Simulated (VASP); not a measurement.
Crystal: Ni.

```
CELL_PARAMETERS angstrom
2.49175 0.00000 0.00000
1.24588 2.15792 0.00000
1.24588 0.71931 2.03451
ATOMIC_POSITIONS crystal
Ni 0.00000 0.00000 0.00000
```

- Program: VASP 6.6.1
- Task: relaxation of cell and atoms
- Functional: PBEsol
- Potentials or basis: VASP PAW PBE potentials, release 64 (Ni)
- Cutoff: 600 eV
- k mesh: 8 × 8 × 8
- Occupations: gaussian, width 0.05 eV
- Spin: collinear spin, ferromagnetic start
- Starting moments: [1.5] μB

At the start: pressure -10.4 GPa; volume 10.94 Å³/atom.

How do energy, volume and symmetry change on relaxing?

Over 3 steps the energy falls by 18.8 meV/atom and the volume is 10.39 Å³/atom (-5.0 %); space group Fm-3m (No. 225, to 0.1 Å) before and after; moment 0.70 μB per cell.

Step by step:
```csv
step,energy change (eV),largest force (eV/Å),pressure (GPa),volume (Å³)
1,0.0000,0.0000,-10.38,10.94
2,0.0029,0.0000,13.79,9.86
3,-0.0188,0.0000,-0.16,10.39
```

Final structure:
```
Ni
1.0
     2.44956    0.00000    0.00000
     1.22478    2.12138    0.00000
     1.22478    0.70713    2.00005
Ni
1
Direct
  0.00000 0.00000 0.00000
```

Caveat: the k points lie up to 0.39 Å⁻¹ apart in the final cell; the PAW data sets were made with another functional, which shifts forces and pressure a little.
